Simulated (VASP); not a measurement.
# AlAs (F-43m) in VASP: vibrations by perturbation theory with PBE

Aim: the vibrations by perturbation theory of AlAs with PBE.

All numbers are computed with VASP 6.6.1; they aren't measurements. Logs are shortened: lines on timing, memory, paths and dates and some standing lists are left out, and cuts for length are marked.

**1. The cell of the first run**

Symmetry: F-43m, No. 216, cubic system. Conventional cell: a = 5.661 Å, b = 5.661 Å, c = 5.661 Å, α = 90.00°, β = 90.00°, γ = 90.00°. Al (site symmetry -43m) has 4 As at 2.45 Å within 3.2 Å. Within 3.2 Å of As (site symmetry -43m) lie 4 Al at 2.45 Å.

**2. Vibrations by perturbation theory, PBE**

Input file INCAR:

```
SYSTEM = AlAs
ALGO = Normal
EDIFF = 1E-8
ENCUT = 500
GGA = PE
GGA_COMPAT = .FALSE.
IBRION = 8
ISIF = 2
ISMEAR = -1
LASPH = .TRUE.
LCHARG = .FALSE.
LREAL = .FALSE.
LWAVE = .FALSE.
NBANDS = 11
NELM = 120
NSW = 1
PREC = Accurate
SIGMA = 0.1
```

Input file KPOINTS:

```
k-points
0
G
  3 3 3
  0 0 0
```

Input file POSCAR:

```
AlAs
1.0
    0.0000000000      2.8304000000      2.8304000000
    2.8304000000      0.0000000000      2.8304000000
    2.8304000000      2.8304000000      0.0000000000
Al As
1 1
Direct
    0.0000000000      0.0000000000      0.0000000000
    0.2500000000      0.2500000000      0.2500000000
```

Potentials or basis: VASP PAW PBE potentials, release 64 (Al, As).

Command:

```sh
> cat potpaw_PBE.64/Al/POTCAR potpaw_PBE.64/As/POTCAR > POTCAR
> mpirun -np 1 vasp_std > vasp.out
```

OUTCAR:

```text
SYSTEM = AlAs
   EDIFF = 1E-8
   ENCUT = 500
   GGA = PE
   IBRION = 8
   ISIF = 2
   ISMEAR = -1
   LASPH = .TRUE.
   LREAL = .FALSE.
   NELM = 120
   NSW = 1
   PREC = Accurate

 ion  position               nearest neighbor table
   1  0.000  0.000  0.000-   2 2.45   2 2.45   2 2.45   2 2.45
   2  0.250  0.250  0.250-   1 2.45   1 2.45   1 2.45   1 2.45

  LATTYP: Found a face centered cubic cell.
 ALAT       =     5.6608000000

  Lattice vectors:

 A1 = (   0.0000000000,   2.8304000000,   2.8304000000)
 A2 = (   2.8304000000,   0.0000000000,   2.8304000000)
 A3 = (   2.8304000000,   2.8304000000,   0.0000000000)

Analysis of symmetry for initial positions (statically):
=====================================================================
 Subroutine PRICEL returns:
 Original cell was already a primitive cell.

 Routine SETGRP: Setting up the symmetry group for a
 face centered cubic supercell.

 Subroutine GETGRP returns: Found 24 space group operations
 (whereof 24 operations were pure point group operations)
 out of a pool of 48 trial point group operations.

The static configuration has the point symmetry T_d .

Analysis of symmetry for dynamics (positions and initial velocities):
=====================================================================
 Subroutine PRICEL returns:
 Original cell was already a primitive cell.

 Routine SETGRP: Setting up the symmetry group for a
 face centered cubic supercell.

 Subroutine GETGRP returns: Found 24 space group operations
 (whereof 24 operations were pure point group operations)
 out of a pool of 48 trial point group operations.

The dynamic configuration has the point symmetry T_d .

 Subroutine INISYM returns: Found 24 space group operations
 (whereof 24 operations are pure point group operations),
 and found     1 'primitive' translations

----------------------------------------------------------------------------------------

[... 193 lines left out ...]

 VOLUME and BASIS-vectors are now :
 -----------------------------------------------------------------------------
  energy-cutoff  :      500.00
  volume of cell :       45.35
      direct lattice vectors                 reciprocal lattice vectors
     0.000000000  2.830400000  2.830400000    -0.176653477  0.176653477  0.176653477
     2.830400000  0.000000000  2.830400000     0.176653477 -0.176653477  0.176653477
     2.830400000  2.830400000  0.000000000     0.176653477  0.176653477 -0.176653477

 POSITION                                       TOTAL-FORCE (eV/Angst)
 -----------------------------------------------------------------------------------
      0.00000      0.00000      0.00000         0.000000      0.000000     -0.000000
      1.41520      1.41520      1.41520        -0.000000     -0.000000      0.000000
 -----------------------------------------------------------------------------------
    total drift:                               -0.000000     -0.000000     -0.000000

  FREE ENERGIE OF THE ION-ELECTRON SYSTEM (eV)
  ---------------------------------------------------
  free  energy   TOTEN  =        -8.9433057079 eV

  energy  without entropy=       -8.9432593020  energy(sigma->0) =       -8.94328250

[... ionic steps 2 to 3 ...]

--------------------------------------- Ionic step        4  -------------------------------------------

------------------------ aborting loop because EDIFF is reached ----------------------------------------

[... ionic steps 5 to 6 ...]

--------------------------------------- Ionic step        7  -------------------------------------------

 Free energy of the ion-electron system (eV)
  ---------------------------------------------------
  ---------------------------------------------------
  free energy    TOTEN  =        -0.04647566 eV

  energy without entropy =       -0.04647566

------------------------ aborting loop because EDIFF is reached ----------------------------------------

 INTERNAL STRAIN TENSOR  FOR ION    2  DIRECTION 1   (eV/Angst):
 -----------------------------------------------------------------------------
     0.00219 -0.00000  0.00000
    -0.00000  0.00088 -7.66655
     0.00000 -7.66655  0.00088

 INTERNAL STRAIN TENSOR FOR ION    2 for displacements in x,y,z  (eV/Angst):
          X           Y           Z          XY          YZ          ZX
  --------------------------------------------------------------------------------
  x     0.00000     0.00000     0.00000    -0.00000    -7.66655     0.00000
  y     0.00000     0.00000     0.00000     0.00000    -0.00000    -7.66655
  z     0.00000     0.00000     0.00000    -7.66655     0.00000    -0.00000

 SECOND DERIVATIVES (NOT SYMMETRIZED)
 ------------------------------------
               1X          1Y          1Z          2X          2Y          2Z
  1X    -9.684447    0.000000    0.000000    9.684447    0.000000    0.000000
  1Y     0.000000   -9.684447    0.000000    0.000000    9.684447    0.000000
  1Z     0.000000    0.000000   -9.684447    0.000000    0.000000    9.684447
  2X     9.687960    0.000000    0.000000   -9.687960    0.000000    0.000000
  2Y     0.000000    9.687960    0.000000    0.000000   -9.687960    0.000000
  2Z     0.000000    0.000000    9.687960    0.000000    0.000000   -9.687960

 Eigenvectors and eigenvalues of the dynamical matrix
 ----------------------------------------------------

   1 f  =   10.923675 THz    68.635477 2PiTHz  364.374592 cm-1    45.176671 meV
             X         Y         Z           dx          dy          dz
      0.000000  0.000000  0.000000    -0.000000   -0.857414   -0.000000
      1.415200  1.415200  1.415200    -0.000000    0.514628    0.000000
[... 21 lines left out ...]
   6 f/i=    0.000874 THz     0.005492 2PiTHz    0.029156 cm-1     0.003615 meV
             X         Y         Z           dx          dy          dz
      0.000000  0.000000  0.000000    -0.364823    0.350042    0.096005
      1.415200  1.415200  1.415200    -0.607825    0.583200    0.159953

--------------------------------------------------------------------------------------------------------

 ELASTIC MODULI CONTR FROM IONIC RELAXATION (kBar)
 Direction    XX          YY          ZZ          XY          YZ          ZX
 --------------------------------------------------------------------------------
 XX          -0.0000      0.0000      0.0000     -0.0000      0.0000     -0.0000
 YY           0.0000     -0.0000      0.0000     -0.0000     -0.0000      0.0000
 ZZ           0.0000      0.0000     -0.0000      0.0000     -0.0000     -0.0000
 XY          -0.0000     -0.0000      0.0000   -211.3328     -0.0000     -0.0000
 YZ           0.0000     -0.0000     -0.0000     -0.0000   -211.3328     -0.0000
 ZX          -0.0000      0.0000     -0.0000     -0.0000     -0.0000   -211.3328
 --------------------------------------------------------------------------------
```

stdout:

```text
POSCAR found type information on POSCAR AlAs
 POSCAR found :  2 types and       2 ions
 scaLAPACK will be used
 LDA part: xc-table for (Slater+PW92), standard interpolation
 POSCAR, INCAR and KPOINTS ok, starting setup
 FFT: planning ... GRIDC
 FFT: planning ... GRID_SOFT
 FFT: planning ... GRID
 WAVECAR not read
 entering main loop
 Linear response reoptimize wavefunctions to high precision
 Linear response DOF=           2
 Linear response progress:
 first order change of Fermi-energy  -0.73308E-05
 force on displaced ion       1 direction 1 :  -9.684  -0.000  -0.000
 Linear response progress:
 first order change of Fermi-energy   0.13935E-03
 force on displaced ion       2 direction 1 :  -9.688  -0.000  -0.000
 Linear response finished
```

Run time: 44 s. Hardware: 1 thread of Intel Xeon 6975P-C, shared host; peak memory 0.18 GiB.

Results:

```yaml
Highest_phonon_frequency_at_Γ_LO-TO_splitting_left_out: 364 cm⁻¹
```

Phonon frequencies in cm⁻¹ (negative: imaginary):
```csv
q point,frequencies
"(0.000, 0.000, 0.000)",0 0 0 364 364 364
```

Caveat: the k points lie up to 0.64 Å⁻¹ apart; the cell wasn't relaxed at this level first, which shifts response properties.
